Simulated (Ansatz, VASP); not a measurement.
**One calculation of VGe3, two programs**

```xyz
8
Lattice="4.7680 0.0000 0.0000 0.0000 4.7680 0.0000 0.0000 0.0000 4.7680" Properties=species:S:1:pos:R:3 pbc="T T T"
Ge    1.1920    0.0000    2.3840
Ge    2.3840    3.5760    0.0000
Ge    3.5760    0.0000    2.3840
Ge    2.3840    1.1920    0.0000
Ge    0.0000    2.3840    3.5760
Ge    0.0000    2.3840    1.1920
V     0.0000    0.0000    0.0000
V     2.3840    2.3840    2.3840
```

Alike in both runs: task single point; functional PBE; k mesh 5 × 5 × 5; occupations fermi-dirac, width 0.05 eV; collinear spin.

|  | VASP | Ansatz |
| --- | --- | --- |
| version | VASP 6.6.1 | Ansatz 0.2.0 |
| potentials or method | VASP PAW PBE potentials, release 64 (Ge_d, V_sv), cutoff 520 eV | PAW, plane waves, scalar-relativistic |
| valence electrons in the cell | 110 | 110 |

Ansatz gave:

* net moment per atom (μB): 0.30
* size of the moment on the site where the two differ most (μB): 1.04

**Question.** What did VASP give for the same quantities?

**Answer.** net moment per atom (μB): 0.30; size of the moment on the site where the two differ most (μB): 1.08.

Site moments also hang on the region over which each program counts them. With one functional, cell and mesh, what is left measures potentials, basis and numerics.
